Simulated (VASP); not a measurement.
# Y (P6_3/mmc) in VASP: single point with PBE

Aim: the single point of Y with PBE.

Program: VASP 6.6.1. These are calculated values, not measurements. Logs are shortened: lines on timing, memory, paths and dates and some standing lists are left out, and cuts for length are marked.

### 1 The cell of the first run

It takes space group P6_3/mmc (No. 194, hexagonal). Conventional cell: a = 3.654 Å, b = 3.654 Å, c = 5.680 Å, α = 90.00°, β = 90.00°, γ = 120.00°. Within 4.6 Å of Y (site symmetry -6m2) lie 12 Y at 3.54 to 3.65 Å.

### 2 Single point, PBE

File INCAR:

```
PREC = Accurate ; ENCUT = 500
EDIFF = 1E-6 ; ISMEAR = 0
SIGMA = 0.05 ; LREAL = F
LASPH = T ; NELM = 120
ALGO = Normal ; ISIF = 2
LWAVE = F ; LCHARG = T
GGA = PE ; LELF = T
LVHAR = T ; NBANDS = 18
GGA_COMPAT = F
```

File KPOINTS:

```
Automatic mesh
0
Gamma
  14 14 8
```

File POSCAR:

```
Y
1.0
    3.6535684271      0.0000000000      0.0000000000
   -1.8267842135      3.1640830723      0.0000000000
    0.0000000000      0.0000000000      5.6801449405
Y
2
Direct
    0.3333333333      0.6666666667      0.7500000000
    0.6666666667      0.3333333333      0.2500000000
```

Potentials or basis: VASP PAW PBE potentials, release 64 (Y_sv).

On the command line:

```bash
$ cat potpaw_PBE.64/Y_sv/POTCAR > POTCAR
$ mpirun -np 1 vasp_std > vasp.out
```

OUTCAR:

```text
PREC = Accurate
   ENCUT = 500
   EDIFF = 1E-6
   ISMEAR = 0
   LREAL = F
   LASPH = T
   NELM = 120
   ISIF = 2
   GGA = PE

 ion  position               nearest neighbor table
   1  0.333  0.667  0.750-   2 3.54   2 3.54   2 3.54   2 3.54   2 3.54   2 3.54
   2  0.667  0.333  0.250-   1 3.54   1 3.54   1 3.54   1 3.54   1 3.54   1 3.54

  LATTYP: Found a hexagonal cell.
 ALAT       =     3.6535684271
 C/A-ratio  =     1.5546841544

  Lattice vectors:

 A1 = (   3.6535684271,   0.0000000000,   0.0000000000)
 A2 = (  -1.8267842135,   3.1640830723,   0.0000000000)
 A3 = (   0.0000000000,   0.0000000000,   5.6801449405)

Analysis of symmetry for initial positions (statically):
=====================================================================
 Subroutine PRICEL returns:
 Original cell was already a primitive cell.

 Routine SETGRP: Setting up the symmetry group for a
 hexagonal supercell.

 Subroutine GETGRP returns: Found 24 space group operations
 (whereof 12 operations were pure point group operations)
 out of a pool of 24 trial point group operations.

The static configuration has the point symmetry D_3d.
 The point group associated with its full space group is D_6h.

Analysis of symmetry for dynamics (positions and initial velocities):
=====================================================================
 Subroutine PRICEL returns:
 Original cell was already a primitive cell.

 Routine SETGRP: Setting up the symmetry group for a
 hexagonal supercell.

 Subroutine GETGRP returns: Found 24 space group operations
 (whereof 12 operations were pure point group operations)
 out of a pool of 24 trial point group operations.

The dynamic configuration has the point symmetry D_3d.
 The point group associated with its full space group is D_6h.

 Subroutine INISYM returns: Found 24 space group operations
 (whereof 12 operations are pure point group operations),
 and found     1 'primitive' translations

----------------------------------------------------------------------------------------

                                     Primitive cell

  volume of cell :      65.6636

  direct lattice vectors                    reciprocal lattice vectors
     3.653568427  0.000000000  0.000000000     0.273705015  0.158023664  0.000000000
    -1.826784214  3.164083072  0.000000000     0.000000000  0.316047328  0.000000000
     0.000000000  0.000000000  5.680144940     0.000000000  0.000000000  0.176051846

  length of vectors
     3.653568427  3.653568427  5.680144940     0.316047328  0.316047328  0.176051846

  position of ions in fractional coordinates (direct lattice)
     0.333333333  0.666666667  0.750000000
     0.666666667  0.333333333  0.250000000

  ion indices of the primitive-cell ions
   primitive index   ion index
                 1           1
                 2           2

----------------------------------------------------------------------------------------

 KPOINTS: Automatic mesh

Automatic generation of k-mesh.
 Grid dimensions read from file:
 generate k-points for:   14   14    8

 Generating k-lattice:

  Cartesian coordinates                     Fractional coordinates (reciprocal lattice)
     0.019550358  0.011287405  0.000000000     0.071428571  0.000000000  0.000000000
     0.000000000  0.022574809  0.000000000     0.000000000  0.071428571  0.000000000
     0.000000000  0.000000000  0.022006481     0.000000000  0.000000000  0.125000000

  Length of vectors
     0.022574809  0.022574809  0.022006481

  Shift w.r.t. Gamma in fractional coordinates (k-lattice)
     0.000000000  0.000000000  0.000000000

 Subroutine IBZKPT returns following result:
 ===========================================

 Found    120 irreducible k-points:

 Following reciprocal coordinates:
            Coordinates               Weight
  0.000000  0.000000  0.000000      1.000000
  0.071429  0.000000  0.000000      6.000000
  0.142857  0.000000  0.000000      6.000000
  0.214286  0.000000  0.000000      6.000000
  0.285714  0.000000  0.000000      6.000000
  0.357143  0.000000  0.000000      6.000000
[... 16 lines left out ...]
  0.285714  0.285714  0.000000      6.000000
  0.357143  0.285714  0.000000      6.000000
 [... further k-points ...]
   k-points           NKPTS =    120   k-points in BZ     NKDIM =    120   number of bands    NBANDS=     18
   number of dos      NEDOS =    301   number of ions     NIONS =      2
   total plane-waves  NPLWV =  32928
   dimension x,y,z NGX =    28 NGY =   28 NGZ =   42
   dimension x,y,z NGXF=    56 NGYF=   56 NGZF=   84
   ions per type =               2
   NGX,Y,Z   is equivalent  to a cutoff of  12.74, 12.74, 12.29 a.u.
   NGXF,Y,Z  is equivalent  to a cutoff of  25.48, 25.48, 24.59 a.u.
 SYSTEM =  unknown system
   PREC   = accura    normal or accurate (medium, high low for compatibility)
   ISTART =      0    job   : 0-new  1-cont  2-samecut
   ICHARG =      2    charge: 1-file 2-atom 10-const
   ISPIN  =      1    spin polarized calculation?
   LNONCOLLINEAR =      F non collinear calculations
   LSORBIT =      F    spin-orbit coupling
   LASPH  =      T    aspherical Exc in radial PAW
   ENCUT  =  500.0 eV  36.75 Ry    6.06 a.u.   6.66  6.66 10.36*2*pi/ulx,y,z
   NELM   =    120;   NELMIN=  2; NELMDL= -5     # of ELM steps
   EDIFF  = 0.1E-05   stopping-criterion for ELM
   LREAL  =      F    real-space projection
   EDIFFG = 0.1E-04   stopping-criterion for IOM
   NSW    =      0    number of steps for IOM
   IBRION =     -1    ionic relax: 0-MD 1-quasi-New 2-CG
   NFREE  =      0    steps in history (QN), initial steepest desc. (CG)
   ISIF   =      2    stress and relaxation
   ISYM   =      2    0-nonsym 1-usesym 2-fastsym
   POTIM  = 0.5000    time-step for ionic-motion
   TEBEG  =    0.0;   TEEND  =   0.0 temperature during run
   PSTRESS=    0.0 pullay stress
   NELECT =      22.0000    total number of electrons
   NUPDOWN=      -1.0000    fix difference up-down
   EMIN   =  10.00;   EMAX   =-10.00  energy-range for DOS
   EFERMI =   0.00;   METHOD = LEGACY
   ISMEAR =     0;   SIGMA  =   0.05  broadening in eV -4-tet -1-fermi 0-gaus
   EFERMI_NEDOS =   21; number of points for ismear=-14 and -15
   IALGO  =     38    algorithm
   IMIX   =      4    mixing-type and parameters
     AMIX     =   0.40;   BMIX     =  1.00
     AMIX_MAG =   1.60;   BMIX_MAG =  1.00
  volume/ion in A,a.u.               =      32.83       221.56
  Fermi-wavevector in a.u.,A,eV,Ry     =   1.137036  2.148686 17.590304  1.292851
  Thomas-Fermi vector in A             =   2.273741
   LORBIT       =      0    0 simple, 1 ext, 2 COOP (PROOUT), +10 PAW based schemes
   GGA     = PE    functional components
   LHFCALC =     F    Hartree Fock is set to
   AEXX    =    0.0000 exact exchange contribution
   IVDW    =     0    specifies the selected vdW correction
   LEPSILON=     F    determine dielectric tensor
   LRPA    =     F    only Hartree local field effects (RPA)
 non-spin polarized calculation
 Gauss-broadening in eV      SIGMA  =   0.05
  energy-cutoff  :      500.00
  volume of cell :       65.66
 maximum number of plane-waves:      1701
 NGX is ok and might be reduce to    28
   NGX = 13   NGY = 13   NGZ = 21

 number of electron      22.0000000 magnetization

 Free energy of the ion-electron system (eV)
  ---------------------------------------------------
  ext. energy  EPLUGINS =         0.00000000
  ---------------------------------------------------
  free energy    TOTEN  =       -12.87090296 eV

  energy without entropy =      -12.86714776  energy(sigma->0) =      -12.86902536

 E-fermi :   2.9937     XC(G=0):  -9.4282

 val. band max:        2.9926375241   @ k =   0.1429   0.1429   0.0000
 cond. band min:       3.0103123372   @ k =   0.2143   0.0714   0.3750
 fundamental gap:      0.0176748131
 Fermi energy:         2.9937379629

 k-point     1 :       0.0000    0.0000    0.0000
  band No.  band energies     occupation
      1     -39.6883      2.00000
      2     -39.6123      2.00000
      3     -19.9677      2.00000
      4     -19.4942      2.00000
      5     -19.4942      2.00000
      6     -19.4007      2.00000
[... 10 lines left out ...]
     17       5.7406      0.00000
     18       5.7406      0.00000

 k-point     2 :       0.0714    0.0000    0.0000
  band No.  band energies     occupation
      1     -39.6858      2.00000
      2     -39.6115      2.00000
      3     -19.9586      2.00000
      4     -19.5121      2.00000
      5     -19.5005      2.00000
      6     -19.4197      2.00000
[... 10 lines left out ...]
     17       5.5964      0.00000
     18       5.6363      0.00000

 k-point     3 :       0.1429    0.0000    0.0000
  band No.  band energies     occupation
      1     -39.6786      2.00000
      2     -39.6094      2.00000
      3     -19.9322      2.00000
      4     -19.5622      2.00000
      5     -19.5175      2.00000
      6     -19.4718      2.00000
[... 10 lines left out ...]
     17       5.6419      0.00000
     18       5.7286      0.00000

 k-point     4 :       0.2143    0.0000    0.0000
  band No.  band energies     occupation
      1     -39.6680      2.00000
      2     -39.6066      2.00000
      3     -19.8911      2.00000
      4     -19.6351      2.00000
      5     -19.5447      2.00000
      6     -19.5412      2.00000
[... 375 lines left out ...]
      4     -19.7196      2.00000
      5     -19.6757      2.00000
      6     -19.6689      2.00000
[... 10 lines left out ...]
     17       7.8639      0.00000
     18       8.1962      0.00000

 k-point    23 :       0.2857    0.2857    0.0000
  band No.  band energies     occupation
      1     -39.6208      2.00000
      2     -39.6068      2.00000
      3     -19.7969      2.00000
      4     -19.7263      2.00000
      5     -19.6682      2.00000
      6     -19.6653      2.00000
[... 10 lines left out ...]
     17       7.7569      0.00000
     18       8.1478      0.00000

 k-point    24 :       0.3571    0.2857    0.0000
  band No.  band energies     occupation
      1     -39.6158      2.00000
      2     -39.6097      2.00000
      3     -19.7995      2.00000
      4     -19.7007      2.00000
      5     -19.6994      2.00000
      6     -19.6357      2.00000
[... 10 lines left out ...]
     17       7.8035      0.00000
     18       8.1143      0.00000

 [... further k-points ...]

------------------------ aborting loop because EDIFF is reached ----------------------------------------

  FORCE on cell =-STRESS in cart. coord.  units (eV):
  Direction    XX          YY          ZZ          XY          YZ          ZX
  --------------------------------------------------------------------------------------
  -------------------------------------------------------------------------------------
  Total       -0.0187496     -0.0187496     -0.0904226     -0.0000000      0.0000000      0.0000000
  in kB       -0.4574854     -0.4574854     -2.2062915     -0.0000000      0.0000000      0.0000000
  external PRESSURE =      -1.0404208 kB  Pullay stress =       0.0000000 kB

 VOLUME and BASIS-vectors are now :
 -----------------------------------------------------------------------------
  energy-cutoff  :      500.00
  volume of cell :       65.66
      direct lattice vectors                 reciprocal lattice vectors
     3.653568427  0.000000000  0.000000000     0.273705015  0.158023664  0.000000000
    -1.826784214  3.164083072  0.000000000     0.000000000  0.316047328  0.000000000
     0.000000000  0.000000000  5.680144940     0.000000000  0.000000000  0.176051846

 POSITION                                       TOTAL-FORCE (eV/Angst)
 -----------------------------------------------------------------------------------
     -0.00000      2.10939      4.26011        -0.000000      0.000000      0.000000
      1.82678      1.05469      1.42004         0.000000      0.000000      0.000000
 -----------------------------------------------------------------------------------
    total drift:                               -0.000000      0.000000     -0.000000

  FREE ENERGIE OF THE ION-ELECTRON SYSTEM (eV)
  ---------------------------------------------------
  free  energy   TOTEN  =       -12.8709029647 eV

  energy  without entropy=      -12.8671477641  energy(sigma->0) =      -12.86902536
```

Run time: 4.5 min. Hardware: 1 thread of Intel Xeon 8259CL, shared host; peak memory 0.27 GiB.

Results:

```
Free energy            : -12.8709 eV
Pressure               : -0.1 GPa
Band gap on the k mesh : zero (bands 11 and 12 overlap by 1.48 eV)
```

Stress tensor (GPa, compression positive):
```
-0.05  0.00  0.00
 0.00 -0.05  0.00
 0.00  0.00 -0.22
```
